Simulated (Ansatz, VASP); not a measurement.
# One calculation of Al5GaP6, two programs

```
Al Ga P
1.0
     6.73217    0.00000    0.00000
    -3.36608    5.83023    0.00000
     0.00000    0.00000    6.38588
Al Ga P
5 1 6
Direct
  0.33353 0.33353 0.99987
  0.00000 0.66647 0.99987
  0.66647 0.00000 0.99987
  0.66667 0.33333 0.50007
  0.33333 0.66667 0.50007
  0.00000 0.00000 0.50125
  0.33370 0.33370 0.37450
  0.00000 0.66630 0.37450
  0.66630 0.00000 0.37450
  0.66667 0.33333 0.87456
  0.33333 0.66667 0.87456
  0.00000 0.00000 0.87636
```

Alike in both runs: functional PBE; k mesh 6 × 6 × 4; occupations gaussian, width 0.02 eV; no spin polarisation.

Ansatz relaxed the structure, and its values are those at the end. VASP's run is a single point on that final structure, the one shown.

|  | VASP | Ansatz |
| --- | --- | --- |
| version | VASP 6.6.1 | Ansatz 0.2.0 |
| potentials or method | VASP PAW PBE potentials, release 64 (Al, Ga_d, P), cutoff 520 eV | scalar-relativistic, plane waves, PAW |
| valence electrons in the cell | 58 | 58 |

```csv
,VASP,Ansatz,Ansatz less VASP
gap on the k mesh at the Fermi level (eV),1.73,1.74,+0.003
least direct gap on the mesh (eV),2.12,2.12,+0.003
pressure (GPa),-0.1,0.0,+0.08
```
